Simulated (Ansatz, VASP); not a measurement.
## One calculation of PtSe2, two programs

File INCAR:

```
SYSTEM = PtSe2
PREC     = Accurate       ! precision mode
ENCUT    = 520            ! plane-wave cutoff, eV
EDIFF    = 1E-7           ! SCF threshold, eV
ISMEAR   = -1             ! smearing method
SIGMA    = 0.02           ! smearing width, eV
LREAL    = .FALSE.        ! projectors in reciprocal space
LASPH    = .TRUE.         ! aspherical terms in the spheres
NELM     = 60             ! most SCF steps
ALGO     = Normal         ! electronic algorithm
ISIF     = 2              ! what is computed and relaxed
LWAVE    = .FALSE.        ! write WAVECAR
LCHARG   = .FALSE.        ! write CHGCAR
GGA      = CA             ! functional
NBANDS   = 18             ! bands
```

File KPOINTS:

```
regular mesh
0
G
  12 12 10
  0 0 0
```

POSCAR

```
PtSe2
1.0
    3.7240006046      0.0000000000      0.0000000000
   -1.8620003023      3.4185838749      0.0000000000
    0.0000000000      0.0000000000      5.0620000000
Pt Se
1 2
Direct
    0.0000000000      0.0000000000      0.0000000000
    0.3333333333      0.6666666667      0.2500000000
    0.6666666667      0.3333333333      0.7500000000
```

Input for Ansatz:

```yaml
crystal:
  lattice:
    - [3.7240006046, 0.0, 0.0]
    - [-1.8620003023, 3.4185838749, 0.0]
    - [0.0, 0.0, 5.062]
  atoms:
    - { symbol: Pt, position: [0.0, 0.0, 0.0] }
    - { symbol: Se, position: [0.3333333333, 0.6666666667, 0.25] }
    - { symbol: Se, position: [0.6666666667, 0.3333333333, 0.75] }
basis:
  ecutwfc: 420
kpoints:
  mp_grid: { grid: [12, 12, 10] }
hamiltonian:
  xc: lda
scf:
  occupations: { method: fermi_dirac, width: 0.02 }
output:
  forces: true
  stress: true
  eigenvalues: true
```

Change from the starting cell: strain +0.0600 x Voigt [0, 1, 0, 0, 0, 0], atoms carried along.

Alike in both runs: task single point; functional LDA; k mesh 12 × 12 × 10; occupations fermi-dirac, width 0.02 eV; no spin polarisation.

|  | VASP | Ansatz |
| --- | --- | --- |
| version | VASP 6.6.1 | Ansatz 0.2.0 |
| potentials or method | VASP PAW LDA potentials, release 64 (Pt, Se), cutoff 520 eV | scalar-relativistic, plane waves, PAW |
| valence electrons in the cell | 22 | 50 |

Ansatz gave:

| Item | Value |
| --- | --- |
| gap on the k mesh at the Fermi level (eV) | none |
| pressure (GPa) | -7.7 |
| traceless stress, the component that is largest in VASP (GPa) | -4.50 |
| rms of the force components (eV/Å) | 0.195 |

Q: Which values does VASP return?

A: gap on the k mesh at the Fermi level (eV): none; pressure (GPa): -7.4; traceless stress, the component that is largest in VASP (GPa): -4.45; rms of the force components (eV/Å): 0.178.

LDA's correlation is that of Perdew and Zunger in VASP and of Perdew and Wang (1992) in Ansatz. Atom by atom the forces differ by 0.019 eV/Å (rms over components). A gap of «none» marks a metal or a gap that the smearing closes. VASP's potentials hold 22 valence electrons a cell and Ansatz's 50, so a difference there can come from the potentials and not from the codes.

Neither program's run includes spin-orbit coupling.
